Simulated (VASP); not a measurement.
# P in VASP: single point with r2SCAN

Aim: the single point of P with r2SCAN.

Program: VASP 6.6.1. These are calculated values, not measurements. Logs are shortened: lines on timing, memory, paths and dates and some standing lists are left out, and cuts for length are marked.

## 1. The cell of the first run

The cell holds a slab with vacuum, 4 atoms: a = 3.284 Å, b = 34.857 Å, c = 4.632 Å, α = 90.00°, β = 90.00°, γ = 90.00°.

## 2. Single point, r2SCAN (atom 1 (P) moved by (+0.200, -0.200) A along [1 1 0] and z)

POSCAR reads:

```
P
1.0
    3.2837277200      0.0000000000      0.0000000000
    0.0000000000     34.8570309900      0.0000000000
    0.0000000000      0.0000000000      4.6320847100
P
4
Direct
    0.0430673211      0.9743186131      0.5489736167
    0.0000000000      0.0297385700      0.4078492800
    0.5000000000      0.0297385700      0.0921507200
    0.5000000000      0.9702614300      0.9078492800
```

INCAR.step1 reads:

```
PREC = Accurate ; ENCUT = 520
ISMEAR = 0 ; SIGMA = 0.05
LREAL = F ; LASPH = T
NELM = 100 ; NBANDS = 18
GGA = PE ; ALGO = Normal
EDIFF = 1E-4 ; LWAVE = T
LCHARG = F
```

INCAR.step2 reads:

```
PREC = Accurate ; ENCUT = 520
EDIFF = 1E-6 ; ISMEAR = 0
SIGMA = 0.05 ; LREAL = F
LASPH = T ; NELM = 100
ALGO = Normal ; ISIF = 2
LWAVE = F ; LCHARG = F
METAGGA = R2SCAN ; LMIXTAU = T
NBANDS = 18 ; ISTART = 1
```

KPOINTS reads:

```
Automatic mesh
0
Gamma
  8 1 6
```

Potentials or basis: VASP PAW PBE potentials, release 64 (P).

On the command line:

```
$ cat potpaw_PBE.64/P/POTCAR > POTCAR
$ cp INCAR.step1 INCAR
$ mpirun -np 1 vasp_std > vasp.out
$ cp INCAR.step2 INCAR
$ mpirun -np 1 vasp_std > vasp.out
```

OUTCAR:

```text
PREC = Accurate
   ENCUT = 520
   EDIFF = 1E-6
   ISMEAR = 0
   LREAL = F
   LASPH = T
   NELM = 100
   ISIF = 2
   METAGGA = R2SCAN
   ISTART = 1

 ion  position               nearest neighbor table
   1  0.043  0.974  0.549-   2 2.04   4 2.24   4 2.44
   2  0.000  0.030  0.408-   1 2.04   3 2.20   3 2.20
   3  0.500  0.030  0.092-   2 2.20   2 2.20   4 2.24
   4  0.500  0.970  0.908-   3 2.24   1 2.24   1 2.44

  LATTYP: Found a simple orthorhombic cell.
 ALAT       =     3.2837277200
 B/A-ratio  =     1.4106177811
 C/A-ratio  =    10.6150795566

  Lattice vectors:

 A1 = (  -3.2837277200,   0.0000000000,   0.0000000000)
 A2 = (   0.0000000000,   0.0000000000,   4.6320847100)
 A3 = (   0.0000000000,  34.8570309900,   0.0000000000)

Analysis of symmetry for initial positions (statically):
=====================================================================
 Subroutine PRICEL returns:
 Original cell was already a primitive cell.

 Routine SETGRP: Setting up the symmetry group for a
 simple orthorhombic supercell.

 Subroutine GETGRP returns: Found  1 space group operations
 (whereof  1 operations were pure point group operations)
 out of a pool of  8 trial point group operations.

The static configuration has the point symmetry C_1 .

Analysis of symmetry for dynamics (positions and initial velocities):
=====================================================================
 Subroutine PRICEL returns:
 Original cell was already a primitive cell.

 Routine SETGRP: Setting up the symmetry group for a
 simple orthorhombic supercell.

 Subroutine GETGRP returns: Found  1 space group operations
 (whereof  1 operations were pure point group operations)
 out of a pool of  8 trial point group operations.

The dynamic configuration has the point symmetry C_1 .

 Subroutine INISYM returns: Found  1 space group operations
 (whereof  1 operations are pure point group operations),
 and found     1 'primitive' translations

----------------------------------------------------------------------------------------

                                     Primitive cell

  volume of cell :     530.1930

  direct lattice vectors                    reciprocal lattice vectors
     3.283727720  0.000000000  0.000000000     0.304531948  0.000000000  0.000000000
     0.000000000 34.857030990  0.000000000     0.000000000  0.028688617  0.000000000
     0.000000000  0.000000000  4.632084710     0.000000000  0.000000000  0.215885516

  length of vectors
     3.283727720 34.857030990  4.632084710     0.304531948  0.028688617  0.215885516

  position of ions in fractional coordinates (direct lattice)
     0.043067321  0.974318613  0.548973617
     0.000000000  0.029738570  0.407849280
     0.500000000  0.029738570  0.092150720
     0.500000000  0.970261430  0.907849280

  ion indices of the primitive-cell ions
   primitive index   ion index
                 1           1
                 2           2
                 3           3
                 4           4

----------------------------------------------------------------------------------------

 KPOINTS: Automatic mesh

Automatic generation of k-mesh.
 Grid dimensions read from file:
 generate k-points for:    8    1    6

 Generating k-lattice:

  Cartesian coordinates                     Fractional coordinates (reciprocal lattice)
     0.038066494  0.000000000  0.000000000     0.125000000  0.000000000  0.000000000
     0.000000000  0.028688617  0.000000000     0.000000000  1.000000000  0.000000000
     0.000000000  0.000000000  0.035980919     0.000000000  0.000000000  0.166666667

  Length of vectors
     0.038066494  0.028688617  0.035980919

  Shift w.r.t. Gamma in fractional coordinates (k-lattice)
     0.000000000  0.000000000  0.000000000

 Subroutine IBZKPT returns following result:
 ===========================================

 Found     26 irreducible k-points:

 Following reciprocal coordinates:
            Coordinates               Weight
  0.000000  0.000000  0.000000      1.000000
  0.125000  0.000000  0.000000      2.000000
  0.250000  0.000000  0.000000      2.000000
  0.375000  0.000000  0.000000      2.000000
  0.500000  0.000000  0.000000      1.000000
  0.000000  0.000000  0.166667      2.000000
[... 16 lines left out ...]
  0.125000  0.000000  0.500000      2.000000
  0.250000  0.000000  0.500000      2.000000
 [... further k-points ...]
   k-points           NKPTS =     26   k-points in BZ     NKDIM =     26   number of bands    NBANDS=     18
   number of dos      NEDOS =    301   number of ions     NIONS =      4
   total plane-waves  NPLWV = 233280
   dimension x,y,z NGX =    24 NGY =  270 NGZ =   36
   dimension x,y,z NGXF=    48 NGYF=  540 NGZF=   72
   ions per type =               4
   NGX,Y,Z   is equivalent  to a cutoff of  12.15, 12.88, 12.92 a.u.
   NGXF,Y,Z  is equivalent  to a cutoff of  24.30, 25.75, 25.84 a.u.
 SYSTEM =  unknown system
   PREC   = accura    normal or accurate (medium, high low for compatibility)
   ISTART =      1    job   : 0-new  1-cont  2-samecut
   ICHARG =      0    charge: 1-file 2-atom 10-const
   ISPIN  =      1    spin polarized calculation?
   LNONCOLLINEAR =      F non collinear calculations
   LSORBIT =      F    spin-orbit coupling
   LASPH  =      T    aspherical Exc in radial PAW
   ENCUT  =  520.0 eV  38.22 Ry    6.18 a.u.   6.11 64.81  8.61*2*pi/ulx,y,z
   NELM   =    100;   NELMIN=  2; NELMDL=  0     # of ELM steps
   EDIFF  = 0.1E-05   stopping-criterion for ELM
   LREAL  =      F    real-space projection
   EDIFFG = 0.1E-04   stopping-criterion for IOM
   NSW    =      0    number of steps for IOM
   IBRION =     -1    ionic relax: 0-MD 1-quasi-New 2-CG
   NFREE  =      0    steps in history (QN), initial steepest desc. (CG)
   ISIF   =      2    stress and relaxation
   ISYM   =      2    0-nonsym 1-usesym 2-fastsym
   POTIM  = 0.5000    time-step for ionic-motion
   TEBEG  =    0.0;   TEEND  =   0.0 temperature during run
   PSTRESS=    0.0 pullay stress
   NELECT =      20.0000    total number of electrons
   NUPDOWN=      -1.0000    fix difference up-down
   EMIN   =  10.00;   EMAX   =-10.00  energy-range for DOS
   EFERMI =   0.00;   METHOD = LEGACY
   ISMEAR =     0;   SIGMA  =   0.05  broadening in eV -4-tet -1-fermi 0-gaus
   EFERMI_NEDOS =   21; number of points for ismear=-14 and -15
   IALGO  =     38    algorithm
   IMIX   =      4    mixing-type and parameters
     AMIX     =   0.40;   BMIX     =  1.00
     AMIX_MAG =   1.60;   BMIX_MAG =  1.00
  volume/ion in A,a.u.               =     132.55       894.48
  Fermi-wavevector in a.u.,A,eV,Ry     =   0.549044  1.037542  4.101461  0.301449
  Thomas-Fermi vector in A             =   1.580001
   LORBIT       =      0    0 simple, 1 ext, 2 COOP (PROOUT), +10 PAW based schemes
   METAGGA = R2SCAN    functional components
   LHFCALC =     F    Hartree Fock is set to
   AEXX    =    0.0000 exact exchange contribution
   IVDW    =     0    specifies the selected vdW correction
   LEPSILON=     F    determine dielectric tensor
   LRPA    =     F    only Hartree local field effects (RPA)
 non-spin polarized calculation
 Gauss-broadening in eV      SIGMA  =   0.05
  energy-cutoff  :      520.00
  volume of cell :      530.19
 maximum number of plane-waves:     14344
   NGX = 13   NGY =129   NGZ = 17

 number of electron      20.0000001 magnetization

 Free energy of the ion-electron system (eV)
  ---------------------------------------------------
  ext. energy  EPLUGINS =         0.00000000
  ---------------------------------------------------
  free energy    TOTEN  =       -35.28175929 eV

  energy without entropy =      -35.28175929  energy(sigma->0) =      -35.28175929

 E-fermi :  -3.6815     XC(G=0):  -1.7161

 val. band max:       -3.8899101225   @ k =   0.0000   0.0000   0.0000
 cond. band min:      -2.6206200914   @ k =   0.5000   0.0000   0.1667
 fundamental gap:      1.2692900310
 Fermi energy:        -3.6815302577

 k-point     1 :       0.0000    0.0000    0.0000
  band No.  band energies     occupation
      1     -19.6871      2.00000
      2     -16.3268      2.00000
      3     -14.0009      2.00000
      4      -9.6611      2.00000
      5      -8.7441      2.00000
      6      -8.4013      2.00000
[... 10 lines left out ...]
     17       1.7039      0.00000
     18       1.8555      0.00000

 k-point     2 :       0.1250    0.0000    0.0000
  band No.  band energies     occupation
      1     -19.4962      2.00000
      2     -16.1253      2.00000
      3     -14.0647      2.00000
      4      -9.5291      2.00000
      5      -8.6538      2.00000
      6      -8.5304      2.00000
[... 10 lines left out ...]
     17       1.9107      0.00000
     18       1.9450      0.00000

 k-point     3 :       0.2500    0.0000    0.0000
  band No.  band energies     occupation
      1     -18.9332      2.00000
      2     -15.5344      2.00000
      3     -14.4403      2.00000
      4      -9.8979      2.00000
      5      -9.2150      2.00000
      6      -8.8892      2.00000
[... 10 lines left out ...]
     17       2.3709      0.00000
     18       2.5695      0.00000

 k-point     4 :       0.3750    0.0000    0.0000
  band No.  band energies     occupation
      1     -18.0409      2.00000
      2     -15.4615      2.00000
      3     -14.4890      2.00000
      4     -11.4562      2.00000
      5      -9.4306      2.00000
      6      -8.7832      2.00000
[... 375 lines left out ...]
      4     -12.2167      2.00000
      5      -7.0764      2.00000
      6      -6.7413      2.00000
[... 10 lines left out ...]
     17       2.5951      0.00000
     18       2.9358      0.00000

 k-point    23 :       0.1250    0.0000    0.5000
  band No.  band energies     occupation
      1     -18.6865      2.00000
      2     -17.6143      2.00000
      3     -12.8552      2.00000
      4     -12.1400      2.00000
      5      -8.0515      2.00000
      6      -7.1054      2.00000
[... 10 lines left out ...]
     17       2.9913      0.00000
     18       3.2484      0.00000

 k-point    24 :       0.2500    0.0000    0.5000
  band No.  band energies     occupation
      1     -18.1601      2.00000
      2     -17.1148      2.00000
      3     -12.7899      2.00000
      4     -12.1437      2.00000
      5      -9.5111      2.00000
      6      -8.7313      2.00000
[... 10 lines left out ...]
     17       3.2497      0.00000
     18       3.4913      0.00000

 [... further k-points ...]

------------------------ aborting loop because EDIFF is reached ----------------------------------------

  FORCE on cell =-STRESS in cart. coord.  units (eV):
  Direction    XX          YY          ZZ          XY          YZ          ZX
  --------------------------------------------------------------------------------------
  -------------------------------------------------------------------------------------
  Total        0.1258669      4.6329698     -1.8746300      0.2907964     -1.4360328      1.0688868
  in kB        0.3803540     14.0002576     -5.6648983      0.8787505     -4.3395124      3.2300428
  external PRESSURE =       2.9052378 kB  Pullay stress =       0.0000000 kB

 VOLUME and BASIS-vectors are now :
 -----------------------------------------------------------------------------
  energy-cutoff  :      520.00
  volume of cell :      530.19
      direct lattice vectors                 reciprocal lattice vectors
     3.283727720  0.000000000  0.000000000     0.304531948  0.000000000  0.000000000
     0.000000000 34.857030990  0.000000000     0.000000000  0.028688617  0.000000000
     0.000000000  0.000000000  4.632084710     0.000000000  0.000000000  0.215885516

 POSITION                                       TOTAL-FORCE (eV/Angst)
 -----------------------------------------------------------------------------------
      0.14142     33.96185      2.54289        -0.901603     -2.613407      2.518824
      0.00000      1.03660      1.88919         0.068838      2.322735     -0.569401
      1.64186      1.03660      0.42685         0.132953      0.100042     -0.295293
      1.64186     33.82043      4.20523         0.699812      0.190629     -1.654130
 -----------------------------------------------------------------------------------
    total drift:                               -0.000027     -0.000500     -0.000008

  FREE ENERGIE OF THE ION-ELECTRON SYSTEM (eV)
  ---------------------------------------------------
  free  energy   TOTEN  =       -35.2817592906 eV

  energy  without entropy=      -35.2817592906  energy(sigma->0) =      -35.28175929
```

Run time: 15 min. Hardware: 1 thread of Intel Xeon Platinum 8488C (Sapphire Rapids), shared host; peak memory 0.67 GiB.

What came out:

- Free energy: -35.2818 eV
- Largest force: 3.740 eV/Å
- Band gap on the k mesh: 1.27 eV (least direct gap 1.64 eV)

Forces in eV/Å, atoms in the order of the input:
```
P   -0.902 -2.613  2.519
P    0.069  2.323 -0.569
P    0.133  0.100 -0.295
P    0.700  0.191 -1.654
```

Levels at points of the mesh, in eV from the valence-band top:
| k point | band 6 | band 7 | band 8 | band 9 | band 10 | band 11 | band 12 | band 13 | band 14 | band 15 |
| --- | --- | --- | --- | --- | --- | --- | --- | --- | --- | --- |
| (0.00, 0.00, 0.00) | -4.51 | -3.33 | -1.50 | -0.75 | 0.00 | 1.88 | 2.12 | 3.03 | 3.88 | 5.24 |
| (0.50, 0.00, 0.00) | -5.07 | -3.08 | -2.56 | -2.01 | -1.52 | 1.39 | 1.67 | 2.40 | 2.78 | 4.41 |
| (0.00, 0.00, 0.50) | -2.85 | -2.52 | -1.69 | -1.50 | -0.90 | 2.55 | 2.82 | 3.90 | 4.27 | 4.54 |
| (0.50, 0.00, 0.50) | -5.00 | -4.63 | -4.46 | -0.93 | -0.83 | 3.01 | 3.27 | 3.59 | 4.34 | 5.61 |

Caveat: the cell differs from its parent crystal (atom 1 (P) moved by (+0.200, -0.200) A along [1 1 0] and z); the PAW data sets were made with another functional, which shifts forces and pressure a little.
